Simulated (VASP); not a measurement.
Ge, 2 atoms in the cell. The typed cell holds 2 atoms: a = 3.893 Å, b = 3.893 Å, c = 3.893 Å, α = 97.38°, β = 97.38°, γ = 138.01°. 

* Program: VASP 6.6.1
* Task: single point
* Functional: r2SCAN
* Potentials or basis: VASP PAW PBE potentials, release 64 (Ge_d)
* Cutoff: 520 eV
* k mesh: 8 × 8 × 6
* Occupations: methfessel-paxton, width 0.1 eV
* Spin: no spin polarisation
* Dipole correction: no
* Further INCAR settings: ALGO = Normal; EDIFF = 1e-07; NBANDS = 21

Potentials or basis: VASP PAW PBE potentials, release 64 (Ge_d).

Command:

```console
$ cat potpaw_PBE.64/Ge_d/POTCAR > POTCAR
$ cp INCAR.step1 INCAR
$ mpirun -np 1 vasp_std > vasp.out
$ cp INCAR.step2 INCAR
$ mpirun -np 1 vasp_std > vasp.out
```

Hardware: 1 thread of Intel(R) Xeon(R) 6975P-C (Granite Rapids), on a shared host.

Problem. How long does it take, and how much memory?

Solution. It took 5.3 min on 1 thread of Intel(R) Xeon(R) 6975P-C (Granite Rapids) (shared host), peak memory 0.26 GiB. Counts: k points 196.
